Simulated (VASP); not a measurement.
# Ni (Im-3m) in VASP: single point with LDA

Aim: the single point of Ni with LDA.

Program: VASP 6.6.1. These are calculated values, not measurements. Logs are shortened: lines on timing, memory, paths and dates and some standing lists are left out, and cuts for length are marked.

### Step 1. The cell of the first run

The structure is cubic, space group Im-3m (No. 229). The conventional cell has a = 2.767 Å, b = 2.767 Å, c = 2.767 Å, α = 90.00°, β = 90.00°, γ = 90.00°. Ni (site symmetry m-3m) has 14 Ni at 2.40 to 2.77 Å within 3.2 Å.

This isn't the form of Ni at room conditions, which is fcc.

### Step 2. Single point, LDA, collinear spin, ferromagnetic start

File POSCAR:

```
Ni
1.0
   -1.3837154700      1.3837154700      1.3837154700
    1.3837154700     -1.3837154700      1.3837154700
    1.3837154700      1.3837154700     -1.3837154700
Ni
1
Direct
    0.0000000000      0.0000000000      0.0000000000
```

File INCAR.step1:

```
SYSTEM = Ni
ALGO = Normal ; EDIFF = 1E-6
ENCUT = 510 ; GGA_COMPAT = .False.
ISIF = 2 ; ISMEAR = -1
ISPIN = 2 ; LASPH = .True.
LCHARG = .True. ; LMAXMIX = 4
LORBIT = 11 ; LREAL = .False.
LWAVE = .False. ; MAGMOM = 1.5
NBANDS = 19 ; NEDOS = 2001
NELM = 200 ; PREC = Accurate
SIGMA = 0.05
```

File KPOINTS.step1:

```
k-points
0
Gamma
  17 17 17
  0 0 0
```

File INCAR.step2:

```
SYSTEM = Ni
ALGO = Normal ; EDIFF = 1E-6
ENCUT = 510 ; GGA_COMPAT = .False.
ICHARG = 11 ; ISIF = 2
ISMEAR = -5 ; ISPIN = 2
LASPH = .True. ; LCHARG = .False.
LMAXMIX = 4 ; LORBIT = 11
LREAL = .False. ; LWAVE = .False.
MAGMOM = 1.5 ; NEDOS = 2001
NELM = 200 ; PREC = Accurate
SIGMA = 0.05
```

File KPOINTS.step2:

```
k-points
0
Gamma
  26 26 26
  0 0 0
```

Potentials or basis: VASP PAW LDA potentials, release 64 (Ni_sv_GW).

Started as:

```
$ cat potpaw_LDA.64/Ni_sv_GW/POTCAR > POTCAR
$ cp INCAR.step1 INCAR
$ cp KPOINTS.step1 KPOINTS
$ mpirun -np 1 vasp_std > vasp.out
$ cp INCAR.step2 INCAR
$ cp KPOINTS.step2 KPOINTS
$ mpirun -np 1 vasp_std > vasp.out
```

OUTCAR:

```text
SYSTEM = Ni
   EDIFF = 1E-6
   ENCUT = 510
   ICHARG = 11
   ISIF = 2
   ISMEAR = -5
   ISPIN = 2
   LASPH = .True.
   LORBIT = 11
   LREAL = .False.
   NELM = 200
   PREC = Accurate

 ion  position               nearest neighbor table
   1  0.000  0.000  0.000-

  LATTYP: Found a body centered cubic cell.
 ALAT       =     2.7674309400

  Lattice vectors:

 A1 = (  -1.3837154700,   1.3837154700,   1.3837154700)
 A2 = (   1.3837154700,  -1.3837154700,   1.3837154700)
 A3 = (   1.3837154700,   1.3837154700,  -1.3837154700)

Analysis of symmetry for initial positions (statically):
=====================================================================
 Subroutine PRICEL returns:
 Original cell was already a primitive cell.

 Routine SETGRP: Setting up the symmetry group for a
 body centered cubic supercell.

 Subroutine GETGRP returns: Found 48 space group operations
 (whereof 48 operations were pure point group operations)
 out of a pool of 48 trial point group operations.

The static configuration has the point symmetry O_h .

Analysis of symmetry for dynamics (positions and initial velocities):
=====================================================================
 Subroutine PRICEL returns:
 Original cell was already a primitive cell.

 Routine SETGRP: Setting up the symmetry group for a
 body centered cubic supercell.

 Subroutine GETGRP returns: Found 48 space group operations
 (whereof 48 operations were pure point group operations)
 out of a pool of 48 trial point group operations.

The dynamic configuration has the point symmetry O_h .

Analysis of structural, dynamic, and magnetic symmetry:
=====================================================================
 Subroutine PRICEL returns:
 Original cell was already a primitive cell.

 Routine SETGRP: Setting up the symmetry group for a
 body centered cubic supercell.

 Subroutine GETGRP returns: Found 48 space group operations
 (whereof 48 operations were pure point group operations)
 out of a pool of 48 trial point group operations.

The overall configuration has the point symmetry O_h .

 Subroutine INISYM returns: Found 48 space group operations
 (whereof 48 operations are pure point group operations),
 and found     1 'primitive' translations

----------------------------------------------------------------------------------------

                                     Primitive cell

  volume of cell :      10.5974

  direct lattice vectors                    reciprocal lattice vectors
    -1.383715470  1.383715470  1.383715470     0.000000000  0.361345964  0.361345964
     1.383715470 -1.383715470  1.383715470     0.361345964  0.000000000  0.361345964
     1.383715470  1.383715470 -1.383715470     0.361345964  0.361345964  0.000000000

  length of vectors
     2.396665497  2.396665497  2.396665497     0.511020363  0.511020363  0.511020363

  position of ions in fractional coordinates (direct lattice)
     0.000000000  0.000000000  0.000000000

  ion indices of the primitive-cell ions
   primitive index   ion index
                 1           1

----------------------------------------------------------------------------------------

 KPOINTS: k-points

Automatic generation of k-mesh.
 Grid dimensions read from file:
 generate k-points for:   26   26   26

 Generating k-lattice:

  Cartesian coordinates                     Fractional coordinates (reciprocal lattice)
     0.000000000  0.013897922  0.013897922     0.038461538  0.000000000  0.000000000
     0.013897922  0.000000000  0.013897922     0.000000000  0.038461538  0.000000000
     0.013897922  0.013897922  0.000000000     0.000000000  0.000000000  0.038461538

  Length of vectors
     0.019654629  0.019654629  0.019654629

  Shift w.r.t. Gamma in fractional coordinates (k-lattice)
     0.000000000  0.000000000  0.000000000

 TETIRR: Found  21036 inequivalent tetrahedra from   105456

 Subroutine IBZKPT returns following result:
 ===========================================

 Found    511 irreducible k-points:

 Following reciprocal coordinates:
            Coordinates               Weight
  0.000000  0.000000  0.000000      1.000000
  0.038462  0.000000  0.000000     12.000000
  0.076923  0.000000  0.000000     12.000000
  0.115385  0.000000  0.000000     12.000000
  0.153846  0.000000  0.000000     12.000000
  0.192308  0.000000  0.000000     12.000000
[... 16 lines left out ...]
  0.346154  0.038462  0.000000     48.000000
  0.384615  0.038462  0.000000     48.000000
 [... further k-points ...]
   k-points           NKPTS =    511   k-points in BZ     NKDIM =    511   number of bands    NBANDS=     14
   number of dos      NEDOS =   2001   number of ions     NIONS =      1
   total plane-waves  NPLWV =   5832
   dimension x,y,z NGX =    18 NGY =   18 NGZ =   18
   dimension x,y,z NGXF=    36 NGYF=   36 NGZF=   36
   ions per type =               1
   NGX,Y,Z   is equivalent  to a cutoff of  12.49, 12.49, 12.49 a.u.
   NGXF,Y,Z  is equivalent  to a cutoff of  24.97, 24.97, 24.97 a.u.
 SYSTEM =  Ni
   PREC   = accura    normal or accurate (medium, high low for compatibility)
   ISTART =      0    job   : 0-new  1-cont  2-samecut
   ICHARG =     11    charge: 1-file 2-atom 10-const
   ISPIN  =      2    spin polarized calculation?
   LNONCOLLINEAR =      F non collinear calculations
   LSORBIT =      F    spin-orbit coupling
   LASPH  =      T    aspherical Exc in radial PAW
   ENCUT  =  510.0 eV  37.48 Ry    6.12 a.u.   4.41  4.41  4.41*2*pi/ulx,y,z
   NELM   =    200;   NELMIN=  2; NELMDL=  0     # of ELM steps
   EDIFF  = 0.1E-05   stopping-criterion for ELM
   LREAL  =      F    real-space projection
   EDIFFG = 0.1E-04   stopping-criterion for IOM
   NSW    =      0    number of steps for IOM
   IBRION =     -1    ionic relax: 0-MD 1-quasi-New 2-CG
   NFREE  =      0    steps in history (QN), initial steepest desc. (CG)
   ISIF   =      2    stress and relaxation
   ISYM   =      2    0-nonsym 1-usesym 2-fastsym
   POTIM  = 0.5000    time-step for ionic-motion
   TEBEG  =    0.0;   TEEND  =   0.0 temperature during run
   PSTRESS=    0.0 pullay stress
   NELECT =      18.0000    total number of electrons
   NUPDOWN=      -1.0000    fix difference up-down
   EMIN   =  10.00;   EMAX   =-10.00  energy-range for DOS
   EFERMI =   0.00;   METHOD = LEGACY
   ISMEAR =    -5;   SIGMA  =   0.05  broadening in eV -4-tet -1-fermi 0-gaus
   EFERMI_NEDOS =   21; number of points for ismear=-14 and -15
   IALGO  =     38    algorithm
   IMIX   =      4    mixing-type and parameters
     AMIX     =   0.40;   BMIX     =  1.00
     AMIX_MAG =   1.60;   BMIX_MAG =  1.00
  volume/ion in A,a.u.               =      10.60        71.51
  Fermi-wavevector in a.u.,A,eV,Ry     =   1.953285  3.691173 51.910593  3.815321
  Thomas-Fermi vector in A             =   2.980140
   LORBIT       =     11    0 simple, 1 ext, 2 COOP (PROOUT), +10 PAW based schemes
   GGA     = CA    functional components
   LHFCALC =     F    Hartree Fock is set to
   AEXX    =    0.0000 exact exchange contribution
   IVDW    =     0    specifies the selected vdW correction
   LEPSILON=     F    determine dielectric tensor
   LRPA    =     F    only Hartree local field effects (RPA)
 spin polarized calculation
 Fermi weights with tetrahedron method with Bloechl corrections
  energy-cutoff  :      510.00
  volume of cell :       10.60
 maximum number of plane-waves:       285
 NGX is ok and might be reduce to    18

 number of electron      17.9999968 magnetization       0.4113037

 Free energy of the ion-electron system (eV)
  ---------------------------------------------------
  ext. energy  EPLUGINS =         0.00000000
  ---------------------------------------------------
  free energy    TOTEN  =        -7.32344452 eV

  energy without entropy =       -7.32344452  energy(sigma->0) =       -7.32344452

 E-fermi :   7.6080     XC(G=0): -14.4919

 val. band max:        7.6401251236   @ k =  -0.3462   0.3462   0.0769
 cond. band min:       7.6033717017   @ k =  -0.3077   0.3462   0.0385
 fundamental gap:     -0.0367534219
 Fermi energy:         7.6080138870

 spin component 1

 k-point     1 :       0.0000    0.0000    0.0000
  band No.  band energies     occupation
      1     -94.5390      1.00000
      2     -55.3949      1.00000
      3     -55.3949      1.00000
      4     -55.3949      1.00000
      5      -1.4942      1.00000
      6       5.3857      1.00000
      7       5.3857      1.00000
      8       5.3857      1.00000
      9       6.8593      1.00000
     10       6.8593      1.00000
     11      34.1837      0.00000
     12      34.1837      0.00000
     13      34.1837      0.00000
     14      39.1945      0.00000

 k-point     2 :       0.0385    0.0000    0.0000
  band No.  band energies     occupation
      1     -94.5391      1.00000
      2     -55.4002      1.00000
      3     -55.3979      1.00000
      4     -55.3965      1.00000
      5      -1.4315      1.00000
      6       5.3685      1.00000
      7       5.3827      1.00000
      8       5.4133      1.00000
      9       6.8408      1.00000
     10       6.8579      1.00000
     11      33.6497      0.00000
     12      34.0779      0.00000
     13      34.0947      0.00000
     14      38.5800      0.00000
[... 343 lines left out ...]
      1     -94.5017      1.00000
      2     -55.6088      1.00000
      3     -55.4702      1.00000
      4     -55.3968      1.00000
      5       2.5490      1.00000
      6       4.5678      1.00000
      7       5.8646      1.00000
      8       6.7217      1.00000
      9       7.0087      1.00000
     10       7.4024      0.96370
     11      18.0496      0.00000
     12      27.3804      0.00000
     13      28.7917      0.00000
     14      32.2920      0.00000

 k-point    24 :       0.3846    0.0385    0.0000
  band No.  band energies     occupation
      1     -94.4981      1.00000
      2     -55.6287      1.00000
      3     -55.4773      1.00000
      4     -55.3967      1.00000
      5       2.7842      1.00000
      6       4.4939      1.00000
      7       6.3685      1.00000
      8       6.7767      1.00000
      9       7.0730      1.00137
     10       7.6847      0.15330
     11      16.4947      0.00000
     12      26.9590      0.00000
     13      28.2280      0.00000
     14      32.1543      0.00000

 [... further k-points ...]

 spin component 2

 k-point     1 :       0.0000    0.0000    0.0000
  band No.  band energies     occupation
      1     -94.0454      1.00000
      2     -54.9151      1.00000
      3     -54.9151      1.00000
      4     -54.9151      1.00000
      5      -1.4600      1.00000
      6       5.8182      1.00000
      7       5.8182      1.00000
      8       5.8182      1.00000
      9       7.2220      1.00000
     10       7.2220      1.00000
     11      34.1767      0.00000
     12      34.1767      0.00000
     13      34.1767      0.00000
     14      39.2246      0.00000

 k-point     2 :       0.0385    0.0000    0.0000
  band No.  band energies     occupation
      1     -94.0454      1.00000
      2     -54.9206      1.00000
      3     -54.9182      1.00000
      4     -54.9168      1.00000
      5      -1.3972      1.00000
      6       5.8003      1.00000
      7       5.8148      1.00000
      8       5.8464      1.00000
      9       7.2030      1.00000
     10       7.2207      1.00000
     11      33.6555      0.00000
     12      34.0732      0.00000
     13      34.0949      0.00000
     14      38.6300      0.00000
[... 343 lines left out ...]
      1     -94.0074      1.00000
      2     -55.1333      1.00000
      3     -54.9917      1.00000
      4     -54.9172      1.00000
      5       2.7074      1.00000
      6       4.9678      1.00000
      7       6.0810      1.00000
      8       7.1180      1.00000
      9       7.3765      1.01008
     10       7.8688     -0.02793
     11      18.2204      0.00000
     12      27.4164      0.00000
     13      28.8887      0.00000
     14      32.4175      0.00000

 k-point    24 :       0.3846    0.0385    0.0000
  band No.  band energies     occupation
      1     -94.0038      1.00000
      2     -55.1536      1.00000
      3     -54.9989      1.00000
      4     -54.9171      1.00000
      5       2.9910      1.00000
      6       4.8912      1.00000
      7       6.5515      1.00000
      8       7.1695      1.00000
      9       7.4309      0.99368
     10       8.1349      0.00000
     11      16.6890      0.00000
     12      26.9928      0.00000
     13      28.3187      0.00000
     14      32.2867      0.00000

 [... further k-points ...]

------------------------ aborting loop because EDIFF is reached ----------------------------------------

  FORCE on cell =-STRESS in cart. coord.  units (eV):
  Direction    XX          YY          ZZ          XY          YZ          ZX
  --------------------------------------------------------------------------------------
  -------------------------------------------------------------------------------------
  Total       -0.9914474     -0.9914474     -0.9914474      0.0000000     -0.0000000      0.0000000
  in kB     -149.8924910   -149.8924910   -149.8924910      0.0000000     -0.0000000      0.0000000
  external PRESSURE =    -149.8924910 kB  Pullay stress =       0.0000000 kB

 VOLUME and BASIS-vectors are now :
 -----------------------------------------------------------------------------
  energy-cutoff  :      510.00
  volume of cell :       10.60
      direct lattice vectors                 reciprocal lattice vectors
    -1.383715470  1.383715470  1.383715470     0.000000000  0.361345964  0.361345964
     1.383715470 -1.383715470  1.383715470     0.361345964  0.000000000  0.361345964
     1.383715470  1.383715470 -1.383715470     0.361345964  0.361345964  0.000000000

 POSITION                                       TOTAL-FORCE (eV/Angst)
 -----------------------------------------------------------------------------------
      0.00000      0.00000      0.00000         0.000000      0.000000      0.000000
 -----------------------------------------------------------------------------------
    total drift:                               -0.000000      0.000000      0.000000

  FREE ENERGIE OF THE ION-ELECTRON SYSTEM (eV)
  ---------------------------------------------------
  free  energy   TOTEN  =        -7.3234445209 eV

  energy  without entropy=       -7.3234445209  energy(sigma->0) =       -7.32344452

 total charge

# of ion       s       p       d       f       tot
--------------------------------------------------
    1        2.246   6.320   7.843   0.005  16.414

 magnetization (x)

# of ion       s       p       d       f       tot
--------------------------------------------------
    1       -0.000  -0.005   0.450  -0.000   0.444
```

It took 90 s on 1 thread of Intel Xeon 6975P-C (Granite Rapids), shared host; peak memory 0.34 GiB.

What came out:

* Net moment: 0.41 μB per cell
* Site moments: Ni +0.44 μB
* Valence electrons inside the program's atomic spheres: Ni 16.41

Levels at points of the mesh, in eV from the Fermi level:
Spin up:
```csv
k point,band 7,band 8,band 9,band 10,band 11,band 12
"(0.00, 0.00, 0.00)",-2.22,-2.22,-0.75,-0.75,26.58,26.58
"(0.50, 0.00, 0.00)",-0.83,-0.59,0.17,0.24,6.75,19.27
"(0.50, 0.50, 0.50)",-0.07,-0.07,-0.07,9.87,9.87,9.87
```
Spin down:
```tsv
k point	band 5	band 6	band 7	band 8	band 9	band 10	band 11	band 12	band 13	band 14
(0.00, 0.00, 0.00)	-9.07	-1.79	-1.79	-1.79	-0.39	-0.39	26.57	26.57	26.57	31.62
(0.50, 0.00, 0.00)	-4.45	-2.81	-0.43	-0.22	0.27	0.67	7.01	19.28	20.36	24.16
(0.50, 0.50, 0.50)	-4.00	-4.00	0.42	0.42	0.42	9.93	9.93	9.93	16.16	16.16
```
